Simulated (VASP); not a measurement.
# Be4ZnSe: single point with PBE

The system is Be4ZnSe.

```
Be Zn Se
1.0
     4.72704    0.00000    0.00000
    -2.36352    4.09373    0.00000
     0.00000    0.00000    7.55090
Be Zn Se
8 2 2
Direct
  0.50000 0.50000 0.77151
  0.50000 0.00000 0.77151
  0.00000 0.50000 0.77151
  0.50000 0.00000 0.22849
  0.50000 0.50000 0.22849
  0.00000 0.50000 0.22849
  0.33333 0.66667 0.00000
  0.66667 0.33333 0.00000
  0.33333 0.66667 0.50000
  0.66667 0.33333 0.50000
  0.00000 0.00000 0.00000
  0.00000 0.00000 0.50000
```

| Item | Value |
| --- | --- |
| Program | VASP 6.6.1 |
| Task | single point |
| Functional | PBE |
| Potentials or basis | VASP PAW PBE potentials, release 64 (Be, Zn, Se) |
| Cutoff | 600 eV |
| k mesh | 4 × 4 × 3 |
| Occupations | gaussian, width 0.2 eV |
| Spin | no spin polarisation |
| Dipole correction | no |
| Further INCAR settings | ALGO = Normal; EDIFF = 1e-06; NBANDS = 38 |

```
Pressure               : 0.3 GPa
Largest force          : 0.008 eV/Å
Band gap on the k mesh : zero (bands 26 and 27 overlap by 1.68 eV)
```

Forces on the atoms (eV/Å):
```
Be   0.000  0.000 -0.008
Be   0.000  0.000 -0.008
Be   0.000  0.000 -0.008
Be   0.000  0.000  0.008
Be   0.000  0.000  0.008
Be   0.000  0.000  0.008
Be   0.000  0.000  0.000
Be   0.000  0.000  0.000
Zn   0.000  0.000  0.000
Zn   0.000  0.000  0.000
Se   0.000  0.000  0.000
Se   0.000  0.000  0.000
```

Stress tensor (GPa, compression positive):
```
0.32 0.00 0.00
0.00 0.32 0.00
0.00 0.00 0.12
```

Levels at points of the mesh, in eV from the Fermi level:
```
           k point  band 23  band 24  band 25  band 26  band 27  band 28  band 29  band 30
(0.00, 0.00, 0.00)    -2.25    -2.25    -1.73    -1.12    -1.12    -0.24    -0.24     0.94
(0.50, 0.00, 0.00)    -1.00    -0.83    -0.70    -0.69     1.55     1.57     1.89     1.96
```

It took 31 s on 1 thread of Intel(R) Xeon(R) 6975P-C (Granite Rapids), with other jobs on the host, peak memory 0.31 GiB.

Caveat: the k points lie up to 0.38 Å⁻¹ apart, too coarse for converged energies and pressures of a metal.
